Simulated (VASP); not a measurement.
# SiRh3 (I4/mmm) in VASP: a series of runs

Aim: see how the results for SiRh3 move with the level of theory and the settings. Levels: PBE, r2SCAN. Tasks: single point.

All numbers are computed with VASP 6.6.1; they aren't measurements. Logs are shortened: lines on timing, memory, paths and dates and some standing lists are left out, and cuts for length are marked.

**1. The cell of the first run**

Symmetry: I4/mmm, No. 139, tetragonal system. Conventional cell: a = 3.867 Å, b = 3.867 Å, c = 7.339 Å, α = 90.00°, β = 90.00°, γ = 90.00°. Within 3.5 Å of Rh (site symmetry 4/mmm) lie 8 Rh at 2.67 Å and 4 Si at 2.73 Å. Within 3.5 Å of Rh (site symmetry -4m2) lie 8 Rh at 2.67 to 2.73 Å and 4 Si at 2.67 Å. Si (site symmetry 4/mmm) has 12 Rh at 2.67 to 2.73 Å within 3.5 Å.

**2. Single point, PBE**

INCAR

```
SYSTEM = SiRh3
  PREC = Accurate
  ENCUT = 520
  EDIFF = 1E-6
  ISMEAR = -1
  SIGMA = 0.05
  LREAL = .False.
  LASPH = .True.
  NELM = 80
  ALGO = Fast
  ISIF = 2
  LWAVE = .False.
  LCHARG = .True.
  GGA = PE
  LELF = .True.
  LVHAR = .True.
  NBANDS = 32
```

KPOINTS

```
Automatic mesh
0
Gamma
  10 10 10
  0 0 0
```

POSCAR

```
SiRh3
1.0
   -1.9335680000      1.9335680000      3.6693440000
    1.9335680000     -1.9335680000      3.6693440000
    1.9335680000      1.9335680000     -3.6693440000
Rh Si
3 1
Direct
    0.5000000000      0.5000000000      0.0000000000
    0.2500000000      0.7500000000      0.5000000000
    0.7500000000      0.2500000000      0.5000000000
    0.0000000000      0.0000000000      0.0000000000
```

Potentials or basis: VASP PAW PBE potentials, release 64 (Rh_pv, Si).

Command:

```bash
> cat potpaw_PBE.64/Rh_pv/POTCAR potpaw_PBE.64/Si/POTCAR > POTCAR
> mpirun -np 1 vasp_std > vasp.out
```

OUTCAR:

```text
SYSTEM = SiRh3
   PREC = Accurate
   ENCUT = 520
   EDIFF = 1E-6
   ISMEAR = -1
   LREAL = .False.
   LASPH = .True.
   NELM = 80
   ISIF = 2
   GGA = PE

 ion  position               nearest neighbor table
   1  0.500  0.500  0.000-   2 2.67   3 2.67   2 2.67   3 2.67   2 2.67   3 2.67   2 2.67   3 2.67
                             4 2.73   4 2.73   4 2.73   4 2.73
   2  0.250  0.750  0.500-   4 2.67   1 2.67   1 2.67   4 2.67   1 2.67   4 2.67   4 2.67   1 2.67
                             3 2.73   3 2.73   3 2.73   3 2.73
   3  0.750  0.250  0.500-   1 2.67   4 2.67   1 2.67   4 2.67   1 2.67   4 2.67   1 2.67   4 2.67
                             2 2.73   2 2.73   2 2.73   2 2.73
   4  0.000  0.000  0.000-   3 2.67   2 2.67   2 2.67   3 2.67   2 2.67   3 2.67   3 2.67   2 2.67
                             1 2.73   1 2.73   1 2.73   1 2.73

  LATTYP: Found a body centered tetragonal cell.
 ALAT       =     3.8671360000
 C/A-ratio  =     1.8977062095

  Lattice vectors:

 A1 = (  -1.9335680000,   1.9335680000,   3.6693440000)
 A2 = (   1.9335680000,  -1.9335680000,   3.6693440000)
 A3 = (   1.9335680000,   1.9335680000,  -3.6693440000)

Analysis of symmetry for initial positions (statically):
=====================================================================
 Subroutine PRICEL returns:
 Original cell was already a primitive cell.

 Routine SETGRP: Setting up the symmetry group for a
 body centered tetragonal supercell.

 Subroutine GETGRP returns: Found 16 space group operations
 (whereof 16 operations were pure point group operations)
 out of a pool of 16 trial point group operations.

The static configuration has the point symmetry D_4h.

Analysis of symmetry for dynamics (positions and initial velocities):
=====================================================================
 Subroutine PRICEL returns:
 Original cell was already a primitive cell.

 Routine SETGRP: Setting up the symmetry group for a
 body centered tetragonal supercell.

 Subroutine GETGRP returns: Found 16 space group operations
 (whereof 16 operations were pure point group operations)
 out of a pool of 16 trial point group operations.

The dynamic configuration has the point symmetry D_4h.

 Subroutine INISYM returns: Found 16 space group operations
 (whereof 16 operations are pure point group operations),
 and found     1 'primitive' translations

----------------------------------------------------------------------------------------

                                     Primitive cell

  volume of cell :      54.8741

  direct lattice vectors                    reciprocal lattice vectors
    -1.933568000  1.933568000  3.669344000     0.000000000  0.258589302  0.136264139
     1.933568000 -1.933568000  3.669344000     0.258589302  0.000000000  0.136264139
     1.933568000  1.933568000 -3.669344000     0.258589302  0.258589302  0.000000000

  length of vectors
     4.576183542  4.576183542  4.576183542     0.292294958  0.292294958  0.365700498

  position of ions in fractional coordinates (direct lattice)
     0.500000000  0.500000000  0.000000000
     0.250000000  0.750000000  0.500000000
     0.750000000  0.250000000  0.500000000
     0.000000000  0.000000000  0.000000000

  ion indices of the primitive-cell ions
   primitive index   ion index
                 1           1
                 2           2
                 3           3
                 4           4

----------------------------------------------------------------------------------------

 KPOINTS: Automatic mesh

Automatic generation of k-mesh.
 Grid dimensions read from file:
 generate k-points for:   10   10   10

 Generating k-lattice:

  Cartesian coordinates                     Fractional coordinates (reciprocal lattice)
     0.000000000  0.025858930  0.013626414     0.100000000  0.000000000  0.000000000
     0.025858930  0.000000000  0.013626414     0.000000000  0.100000000  0.000000000
     0.025858930  0.025858930  0.000000000     0.000000000  0.000000000  0.100000000

  Length of vectors
     0.029229496  0.029229496  0.036570050

  Shift w.r.t. Gamma in fractional coordinates (k-lattice)
     0.000000000  0.000000000  0.000000000

 Subroutine IBZKPT returns following result:
 ===========================================

 Found    102 irreducible k-points:

 Following reciprocal coordinates:
            Coordinates               Weight
  0.000000  0.000000  0.000000      1.000000
  0.100000 -0.000000  0.000000      8.000000
  0.200000 -0.000000  0.000000      8.000000
  0.300000 -0.000000  0.000000      8.000000
  0.400000 -0.000000  0.000000      8.000000
  0.500000 -0.000000  0.000000      4.000000
[... 16 lines left out ...]
  0.300000  0.300000  0.000000      8.000000
  0.400000  0.300000  0.000000     16.000000
 [... further k-points ...]
   k-points           NKPTS =    102   k-points in BZ     NKDIM =    102   number of bands    NBANDS=     32
   number of dos      NEDOS =    301   number of ions     NIONS =      4
   total plane-waves  NPLWV =  46656
   dimension x,y,z NGX =    36 NGY =   36 NGZ =   36
   dimension x,y,z NGXF=    72 NGYF=   72 NGZF=   72
   ions per type =               3   1
   NGX,Y,Z   is equivalent  to a cutoff of  13.08, 13.08, 13.08 a.u.
   NGXF,Y,Z  is equivalent  to a cutoff of  26.16, 26.16, 26.16 a.u.
 SYSTEM =  SiRh3
   PREC   = accura    normal or accurate (medium, high low for compatibility)
   ISTART =      0    job   : 0-new  1-cont  2-samecut
   ICHARG =      2    charge: 1-file 2-atom 10-const
   ISPIN  =      1    spin polarized calculation?
   LNONCOLLINEAR =      F non collinear calculations
   LSORBIT =      F    spin-orbit coupling
   LASPH  =      T    aspherical Exc in radial PAW
   ENCUT  =  520.0 eV  38.22 Ry    6.18 a.u.   8.51  8.51  8.51*2*pi/ulx,y,z
   NELM   =     80;   NELMIN=  2; NELMDL= -5     # of ELM steps
   EDIFF  = 0.1E-05   stopping-criterion for ELM
   LREAL  =      F    real-space projection
   EDIFFG = 0.1E-04   stopping-criterion for IOM
   NSW    =      0    number of steps for IOM
   IBRION =     -1    ionic relax: 0-MD 1-quasi-New 2-CG
   NFREE  =      0    steps in history (QN), initial steepest desc. (CG)
   ISIF   =      2    stress and relaxation
   ISYM   =      2    0-nonsym 1-usesym 2-fastsym
   POTIM  = 0.5000    time-step for ionic-motion
   TEBEG  =    0.0;   TEEND  =   0.0 temperature during run
   PSTRESS=    0.0 pullay stress
   NELECT =      49.0000    total number of electrons
   NUPDOWN=      -1.0000    fix difference up-down
   EMIN   =  10.00;   EMAX   =-10.00  energy-range for DOS
   EFERMI =   0.00;   METHOD = LEGACY
   ISMEAR =    -1;   SIGMA  =   0.05  broadening in eV -4-tet -1-fermi 0-gaus
   EFERMI_NEDOS =   21; number of points for ismear=-14 and -15
   IALGO  =     68    algorithm
   IMIX   =      4    mixing-type and parameters
     AMIX     =   0.40;   BMIX     =  1.00
     AMIX_MAG =   1.60;   BMIX_MAG =  1.00
  volume/ion in A,a.u.               =      13.72        92.58
  Fermi-wavevector in a.u.,A,eV,Ry     =   1.576465  2.979087 33.813782  2.485243
  Thomas-Fermi vector in A             =   2.677294
   LORBIT       =      0    0 simple, 1 ext, 2 COOP (PROOUT), +10 PAW based schemes
   GGA     = PE    functional components
   LHFCALC =     F    Hartree Fock is set to
   AEXX    =    0.0000 exact exchange contribution
   IVDW    =     0    specifies the selected vdW correction
   LEPSILON=     F    determine dielectric tensor
   LRPA    =     F    only Hartree local field effects (RPA)
 non-spin polarized calculation
 RMM-DIIS sequential band-by-band and
  energy-cutoff  :      520.00
  volume of cell :       54.87
 maximum number of plane-waves:      1495
 NGX is ok and might be reduce to    36
   NGX = 17   NGY = 17   NGZ = 17

 number of electron      49.0000008 magnetization

 Free energy of the ion-electron system (eV)
  ---------------------------------------------------
  ext. energy  EPLUGINS =         0.00000000
  ---------------------------------------------------
  free energy    TOTEN  =       -28.64686538 eV

  energy without entropy =      -28.60604106  energy(sigma->0) =      -28.62645322

 E-fermi :  11.6899     XC(G=0): -13.3650

 val. band max:       11.6856917753   @ k =   0.5000   0.1000   0.0000
 cond. band min:      11.6913030815   @ k =   0.4000   0.3000   0.1000
 fundamental gap:      0.0056113062
 Fermi energy:        11.6898523063

 k-point     1 :       0.0000    0.0000    0.0000
  band No.  band energies     occupation
      1     -35.1654      2.00000
      2     -35.0412      2.00000
      3     -35.0412      2.00000
      4     -34.9445      2.00000
      5     -34.9445      2.00000
      6     -34.8669      2.00000
[... 24 lines left out ...]
     31      18.5234      0.00000
     32      19.0676      0.00000

 k-point     2 :       0.1000   -0.0000    0.0000
  band No.  band energies     occupation
      1     -35.1649      2.00000
      2     -35.0404      2.00000
      3     -35.0364      2.00000
      4     -34.9548      2.00000
      5     -34.9406      2.00000
      6     -34.8497      2.00000
[... 24 lines left out ...]
     31      18.7388      0.00000
     32      18.9915      0.00000

 k-point     3 :       0.2000   -0.0000    0.0000
  band No.  band energies     occupation
      1     -35.1591      2.00000
      2     -35.0380      2.00000
      3     -35.0380      2.00000
      4     -34.9535      2.00000
      5     -34.9297      2.00000
      6     -34.8230      2.00000
[... 24 lines left out ...]
     31      19.0471      0.00000
     32      19.2025      0.00000

 k-point     4 :       0.3000   -0.0000    0.0000
  band No.  band energies     occupation
      1     -35.1447      2.00000
      2     -35.0488      2.00000
      3     -35.0347      2.00000
      4     -34.9299      2.00000
      5     -34.9146      2.00000
      6     -34.8233      2.00000
[... 654 lines left out ...]
     31      17.8794      0.00000
     32      19.4013      0.00000

 k-point    23 :       0.3000    0.3000    0.0000
  band No.  band energies     occupation
      1     -35.1682      2.00000
      2     -35.1165      2.00000
      3     -35.0183      2.00000
      4     -34.9744      2.00000
      5     -34.8498      2.00000
      6     -34.7784      2.00000
[... 24 lines left out ...]
     31      19.1526      0.00000
     32      20.8303      0.00000

 k-point    24 :       0.4000    0.3000    0.0000
  band No.  band energies     occupation
      1     -35.1828      2.00000
      2     -35.1237      2.00000
      3     -35.0247      2.00000
      4     -34.9868      2.00000
      5     -34.8351      2.00000
      6     -34.7605      2.00000
[... 24 lines left out ...]
     31      19.5744      0.00000
     32      20.1111      0.00000

 [... further k-points ...]

------------------------ aborting loop because EDIFF is reached ----------------------------------------

  FORCE on cell =-STRESS in cart. coord.  units (eV):
  Direction    XX          YY          ZZ          XY          YZ          ZX
  --------------------------------------------------------------------------------------
  -------------------------------------------------------------------------------------
  Total       -0.7249327     -0.7249327     -0.6478220      0.0000000     -0.0000000      0.0000000
  in kB      -21.1661047    -21.1661047    -18.9146779      0.0000000     -0.0000000      0.0000000
  external PRESSURE =     -20.4156291 kB  Pullay stress =       0.0000000 kB

 VOLUME and BASIS-vectors are now :
 -----------------------------------------------------------------------------
  energy-cutoff  :      520.00
  volume of cell :       54.87
      direct lattice vectors                 reciprocal lattice vectors
    -1.933568000  1.933568000  3.669344000     0.000000000  0.258589302  0.136264139
     1.933568000 -1.933568000  3.669344000     0.258589302  0.000000000  0.136264139
     1.933568000  1.933568000 -3.669344000     0.258589302  0.258589302  0.000000000

 POSITION                                       TOTAL-FORCE (eV/Angst)
 -----------------------------------------------------------------------------------
      0.00000      0.00000      3.66934        -0.000000     -0.000000      0.000000
      1.93357      0.00000      1.83467        -0.000000      0.000000     -0.000000
      0.00000      1.93357      1.83467         0.000000     -0.000000     -0.000000
      0.00000      0.00000      0.00000        -0.000000     -0.000000      0.000000
 -----------------------------------------------------------------------------------
    total drift:                               -0.000000      0.000000     -0.000000

  FREE ENERGIE OF THE ION-ELECTRON SYSTEM (eV)
  ---------------------------------------------------
  free  energy   TOTEN  =       -28.6468653811 eV

  energy  without entropy=      -28.6060410606  energy(sigma->0) =      -28.62645322
```

Run time: 3.1 min. Hardware: 1 thread of Intel Xeon Platinum 8259CL at 2.50GHz (Skylake/Cascade Lake), shared host; peak memory 0.3 GiB.

Results:

```
Free energy            : -28.6469 eV
Pressure               : -2.0 GPa
Band gap on the k mesh : zero (an odd number of electrons rules out a gap without spin polarisation)
```

Stress tensor (GPa, compression positive):
```
-2.12  0.00  0.00
 0.00 -2.12  0.00
 0.00  0.00 -1.89
```

**3. Single point, r2SCAN**

POSCAR is that of step 2.

INCAR.step1

```
SYSTEM = SiRh3
ALGO = Normal
EDIFF = 1E-4
ENCUT = 520
GGA = PE
ISMEAR = 1
LASPH = .True.
LCHARG = .False.
LREAL = .False.
LWAVE = .True.
NBANDS = 32
NELM = 60
PREC = Accurate
SIGMA = 0.05
```

INCAR.step2

```
SYSTEM = SiRh3
ALGO = Normal
EDIFF = 1E-7
ENCUT = 520
ISIF = 2
ISMEAR = 1
ISTART = 1
LASPH = .True.
LCHARG = .False.
LMIXTAU = .True.
LREAL = .False.
LWAVE = .False.
METAGGA = R2SCAN
NBANDS = 32
NELM = 60
PREC = Accurate
SIGMA = 0.05
```

KPOINTS

```
k-points
0
Gamma
  13 13 13
  0 0 0
```

Potentials or basis: VASP PAW PBE potentials, release 64 (Rh_pv, Si).

Command:

```bash
> cat potpaw_PBE.64/Rh_pv/POTCAR potpaw_PBE.64/Si/POTCAR > POTCAR
> cp INCAR.step1 INCAR
> mpirun -np 1 vasp_std > vasp.out
> cp INCAR.step2 INCAR
> mpirun -np 1 vasp_std > vasp.out
```

It took 9.4 min on 1 thread of Intel Xeon 6975P-C (Granite Rapids), shared host; peak memory 0.4 GiB.

Results (log left out):

```yaml
Free_energy: -82.6209 eV
Pressure: -7.1 GPa
Band_gap_on_the_k_mesh: zero (an odd number of electrons rules out a gap without spin polarisation)
```

Stress tensor (GPa, compression positive):
```
-7.08  0.00  0.00
 0.00 -7.08  0.00
 0.00  0.00 -7.27
```

Levels at points of the mesh, in eV from the Fermi level:
```csv
k point,band 22,band 23,band 24,band 25,band 26,band 27
"(0.00, 0.00, 0.00)",-0.84,-0.84,-0.46,0.55,0.85,3.19
```

Caveat: the cell stands under tension; the PAW data sets were made with another functional, which shifts forces and pressure a little.
